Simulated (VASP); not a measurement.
Set up this calculation in VASP 6.6.1, as the native input.

```
Task                   : single point
Functional             : PBE
Potentials or basis    : VASP PAW PBE potentials, release 64 (Ga_d, N)
Cutoff                 : 520 eV
k mesh                 : 10 × 10 × 10
Occupations            : fermi-dirac, width 0.02 eV
Spin                   : no spin polarisation
Dipole correction      : no
Further INCAR settings : ALGO = Normal; EDIFF = 1e-06; NBANDS = 16
```

The structure of GaN lies in POSCAR:

```
GaN
1.0
    0.0372019861      2.1035469157      2.1035469157
    2.1035469157      0.0372019861      2.1035469157
    2.1035469157      2.1035469157      0.0372019861
Ga N
1 1
Direct
    0.0000000000      0.0000000000      0.0000000000
    0.5000000000      0.5000000000      0.5000000000
```

This cell differs from its parent crystal: epitaxial 111 strain -2.0%.

One way to write it, as run:

INCAR

```
ALGO = Normal
EDIFF = 1E-6
ENCUT = 520
GGA = PE
ISIF = 2
ISMEAR = -1
LASPH = T
LCHARG = F
LREAL = F
LWAVE = F
NBANDS = 16
NELM = 60
PREC = Accurate
SIGMA = 0.02
```

KPOINTS

```
k-points
0
Gamma
  10 10 10
```

Potentials or basis: VASP PAW PBE potentials, release 64 (Ga_d, N).

Run with:

```sh
$ cat potpaw_PBE.64/Ga_d/POTCAR potpaw_PBE.64/N/POTCAR > POTCAR
$ mpirun -np 1 vasp_std > vasp.out
```

It gave:

```json
{
 "Pressure": "18.2 GPa",
 "Band gap on the k mesh": "0.79 eV (least direct gap 3.13 eV)"
}
```

Caveat: the cell differs from its parent crystal (epitaxial 111 strain -2.0%); the cell stands under pressure.

It took 29 s on 1 thread of Intel Xeon 8259CL (shared host), peak memory 0.16 GiB.
